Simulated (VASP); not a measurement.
# Ga4HgO (F-43m) in VASP: further runs, part 2 of 3

VASP 6.6.1. The steps go on from the part before.

## Step 3: Relaxation of cell and atoms, PBE

This run uses another cell than the first one, of 19.15 Å³/atom.

INCAR reads:

```
ALGO = Normal
EDIFF = 1E-6
EDIFFG = -0.01
ENCUT = 600
GGA = PE
IBRION = 2
ISIF = 3
ISMEAR = 0
LASPH = True
LCHARG = False
LREAL = False
LWAVE = False
NELM = 100
NSW = 100
PREC = Accurate
SIGMA = 0.1
```

KPOINTS reads:

```
k-points
0
Gamma
  8 8 8
```

POSCAR reads:

```
Ga4HgO
1.0
    0.0000000000      3.8589226400      3.8589226400
    3.8589226400      0.0000000000      3.8589226400
    3.8589226400      3.8589226400      0.0000000000
Ga Hg O
4 1 1
Direct
    0.8749097000      0.3750301000      0.3750301000
    0.3750301000      0.3750301000      0.3750301000
    0.3750301000      0.8749097000      0.3750301000
    0.3750301000      0.3750301000      0.8749097000
    0.7500000000      0.7500000000      0.7500000000
    0.0000000000      0.0000000000      0.0000000000
```

Potentials or basis: VASP PAW PBE potentials, release 64 (Ga_d, Hg, O).

Command:

```
$ cat potpaw_PBE.64/Ga_d/POTCAR potpaw_PBE.64/Hg/POTCAR potpaw_PBE.64/O/POTCAR > POTCAR
$ mpirun -np 1 vasp_std > vasp.out
```

OUTCAR:

```text
EDIFF = 1E-6
   EDIFFG = -0.01
   ENCUT = 600
   GGA = PE
   IBRION = 2
   ISIF = 3
   ISMEAR = 0
   LASPH = True
   LREAL = False
   NELM = 100
   NSW = 100
   PREC = Accurate

 ion  position               nearest neighbor table
   1  0.875  0.375  0.375-   2 2.73   3 2.73   4 2.73   2 2.73   4 2.73   3 2.73   5 3.20   5 3.20
                             5 3.20
   2  0.375  0.375  0.375-   1 2.73   3 2.73   4 2.73   4 2.73   3 2.73   1 2.73   5 3.20   5 3.20
                             5 3.20
   3  0.375  0.875  0.375-   1 2.73   2 2.73   4 2.73   4 2.73   2 2.73   1 2.73   5 3.20   5 3.20
                             5 3.20
   4  0.375  0.375  0.875-   1 2.73   2 2.73   3 2.73   2 2.73   3 2.73   1 2.73   5 3.20   5 3.20
                             5 3.20
   5  0.750  0.750  0.750-   3 3.20   4 3.20   1 3.20   4 3.20   1 3.20   3 3.20   2 3.20   2 3.20
                             2 3.20   1 3.20   3 3.20   4 3.20
   6  0.000  0.000  0.000-

  LATTYP: Found a face centered cubic cell.
 ALAT       =     7.7178452800

  Lattice vectors:

 A1 = (   0.0000000000,   3.8589226400,   3.8589226400)
 A2 = (   3.8589226400,   0.0000000000,   3.8589226400)
 A3 = (   3.8589226400,   3.8589226400,   0.0000000000)

Analysis of symmetry for initial positions (statically):
=====================================================================
 Subroutine PRICEL returns:
 Original cell was already a primitive cell.

 Routine SETGRP: Setting up the symmetry group for a
 face centered cubic supercell.

 Subroutine GETGRP returns: Found 24 space group operations
 (whereof 24 operations were pure point group operations)
 out of a pool of 48 trial point group operations.

The static configuration has the point symmetry T_d .

Analysis of symmetry for dynamics (positions and initial velocities):
=====================================================================
 Subroutine PRICEL returns:
[... 139 lines left out ...]
  Fermi-wavevector in a.u.,A,eV,Ry     =   1.387708  2.622388 26.201197  1.925734
  Thomas-Fermi vector in A             =   2.511903
   LORBIT       =      0    0 simple, 1 ext, 2 COOP (PROOUT), +10 PAW based schemes
   GGA     = PE    functional components
   LHFCALC =     F    Hartree Fock is set to
   AEXX    =    0.0000 exact exchange contribution
   IVDW    =     0    specifies the selected vdW correction
   LEPSILON=     F    determine dielectric tensor
   LRPA    =     F    only Hartree local field effects (RPA)
 conjugate gradient relaxation of ions
 non-spin polarized calculation
 Gauss-broadening in eV      SIGMA  =   0.10
  energy-cutoff  :      600.00
  volume of cell :      114.93
 maximum number of plane-waves:      3860
 NGX is ok and might be reduce to    48
   NGX = 21   NGY = 21   NGZ = 21

--------------------------------------- Ionic step        1  -------------------------------------------

 number of electron      70.0000018 magnetization

 Free energy of the ion-electron system (eV)
  ---------------------------------------------------
  ext. energy  EPLUGINS =         0.00000000
  ---------------------------------------------------
  free energy    TOTEN  =       -15.23411986 eV

  energy without entropy =      -15.21940049  energy(sigma->0) =      -15.22676017

------------------------ aborting loop because EDIFF is reached ----------------------------------------

  FORCE on cell =-STRESS in cart. coord.  units (eV):
  Direction    XX          YY          ZZ          XY          YZ          ZX
  --------------------------------------------------------------------------------------
  -------------------------------------------------------------------------------------
  Total       -0.1100212     -0.1100212     -0.1100212     -0.0000000      0.0000000      0.0000000
  in kB       -1.5337646     -1.5337646     -1.5337646     -0.0000000      0.0000000      0.0000000
  external PRESSURE =      -1.5337646 kB  Pullay stress =       0.0000000 kB
[... 67 lines left out ...]
--------------------------------------- Ionic step        3  -------------------------------------------

 number of electron      70.0000014 magnetization

 Free energy of the ion-electron system (eV)
  ---------------------------------------------------
  ext. energy  EPLUGINS =         0.00000000
  ---------------------------------------------------
  free energy    TOTEN  =       -15.23719717 eV

  energy without entropy =      -15.22279399  energy(sigma->0) =      -15.22999558

 E-fermi :   3.7078     XC(G=0): -10.6023

 val. band max:        3.6763077338   @ k =   0.5000   0.3750   0.0000
 cond. band min:       3.7183552982   @ k =   0.2500   0.1250   0.0000
 fundamental gap:      0.0420475644
 Fermi energy:         3.7077825380

 k-point     1 :       0.0000    0.0000    0.0000
  band No.  band energies     occupation
      1     -11.8202      2.00000
      2     -11.6284      2.00000
      3     -11.4578      2.00000
      4     -11.4578      2.00000
      5     -11.4578      2.00000
      6     -11.4290      2.00000
[... 1069 lines left out ...]
     41       8.2272      0.00000
     42       9.5281      0.00000

 [... further k-points ...]
[... 5 lines left out ...]
  --------------------------------------------------------------------------------------
  -------------------------------------------------------------------------------------
  Total        0.0067885      0.0067885      0.0067885     -0.0000000      0.0000000     -0.0000000
  in kB        0.0949471      0.0949471      0.0949471     -0.0000000      0.0000000     -0.0000000
  external PRESSURE =       0.0949471 kB  Pullay stress =       0.0000000 kB
[... 21 lines left out ...]
  FREE ENERGIE OF THE ION-ELECTRON SYSTEM (eV)
  ---------------------------------------------------
  free  energy   TOTEN  =       -15.2371971699 eV

  energy  without entropy=      -15.2227939892  energy(sigma->0) =      -15.22999558

 reached required accuracy - stopping structural energy minimisation
```

OSZICAR:

```text
N       E                     dE             d eps       ncg     rms          rms(c)
DAV:   1     0.700641607936E+03    0.70064E+03   -0.35938E+04  2566   0.315E+03
DAV:   2     0.956952487272E+02   -0.60495E+03   -0.58921E+03  2476   0.731E+02
DAV:   3    -0.104922100901E+02   -0.10619E+03   -0.10267E+03  2808   0.204E+02
[... 26 lines left out ...]
DAV:   2    -0.152373752197E+02   -0.26627E-04   -0.35061E-03  3476   0.393E-01    0.108E-01
DAV:   3    -0.152372475591E+02    0.12766E-03   -0.15734E-03  3474   0.119E-01    0.578E-02
DAV:   4    -0.152372017431E+02    0.45816E-04   -0.15712E-04  2626   0.643E-02    0.188E-02
DAV:   5    -0.152371974195E+02    0.43236E-05   -0.18026E-05  2880   0.245E-02    0.579E-03
DAV:   6    -0.152371971699E+02    0.24955E-06   -0.12269E-06  1356   0.507E-03
   3 F= -.15237197E+02 E0= -.15229996E+02  d E =-.307731E-02
```

CONTCAR:

```text
Ga4HgO
   1.00000000000000
    -0.0000000000000000    3.8547119821293099    3.8547119821293099
     3.8547119821293099    0.0000000000000000    3.8547119821293099
     3.8547119821293099    3.8547119821293099    0.0000000000000000
  Ga              Hg              O
     4     1     1
Direct
     0.8770073750312695    0.3743308749895745    0.3743308749895745
     0.3743308749895745    0.3743308749895745    0.3743308749895745
     0.3743308749895745    0.8770073750312695    0.3743308749895745
     0.3743308749895745    0.3743308749895745    0.8770073750312695
     0.7500000000000000    0.7500000000000000    0.7500000000000000
     0.0000000000000000    0.0000000000000000    0.0000000000000000

  0.00000000E+00  0.00000000E+00  0.00000000E+00
  0.00000000E+00  0.00000000E+00  0.00000000E+00
  0.00000000E+00  0.00000000E+00  0.00000000E+00
  0.00000000E+00  0.00000000E+00  0.00000000E+00
  0.00000000E+00  0.00000000E+00  0.00000000E+00
  0.00000000E+00  0.00000000E+00  0.00000000E+00
```

Run time: 5.8 min. Hardware: 1 thread of Intel Xeon 6975P-C (Granite Rapids), shared host; peak memory 0.43 GiB.

What came out:

- Free energy: -15.2372 eV
- Relaxed volume: 19.09 Å³/atom
- Relaxed cell: a = 5.451 Å, b = 5.451 Å, c = 5.451 Å, α = 60.00°, β = 60.00°, γ = 60.00°
- Space group after relaxing (to 0.1 Å): F-43m (No. 216)
- Energy gained by relaxing: 0.5 meV/atom
- Ionic steps: 3
- Pressure after relaxing: 0.0 GPa
- Largest force after relaxing: 0.004 eV/Å
- Band gap on the k mesh: zero (bands 35 and 36 overlap by 1.11 eV)

Forces in eV/Å, atoms in the order of the input:
```
Ga   0.002 -0.002 -0.002
Ga   0.002  0.002  0.002
Ga  -0.002  0.002 -0.002
Ga  -0.002 -0.002  0.002
Hg   0.000  0.000  0.000
O    0.000  0.000  0.000
```

The path:
```
step  energy change (eV)  largest force (eV/Å)  pressure (GPa)  volume (Å³)
   1              0.0000                0.1571           -0.15       114.93
   2             -0.0030                0.0266           -0.07       114.62
   3             -0.0031                0.0041            0.01       114.55
```

Final structure:
```yaml
crystal:
  lattice:
    - [0.00000, 3.85471, 3.85471]
    - [3.85471, 0.00000, 3.85471]
    - [3.85471, 3.85471, 0.00000]
  atoms:
    - { symbol: Ga, position: [0.87701, 0.37433, 0.37433] }
    - { symbol: Ga, position: [0.37433, 0.37433, 0.37433] }
    - { symbol: Ga, position: [0.37433, 0.87701, 0.37433] }
    - { symbol: Ga, position: [0.37433, 0.37433, 0.87701] }
    - { symbol: Hg, position: [0.75000, 0.75000, 0.75000] }
    - { symbol: O, position: [0.00000, 0.00000, 0.00000] }
```

Caveat: spin-orbit coupling is left out, which moves the levels of the heavy elements.

(Continued in part 3 of 3.)

The gap in the log of VASP goes by the Fermi energy; the results here count the filled bands.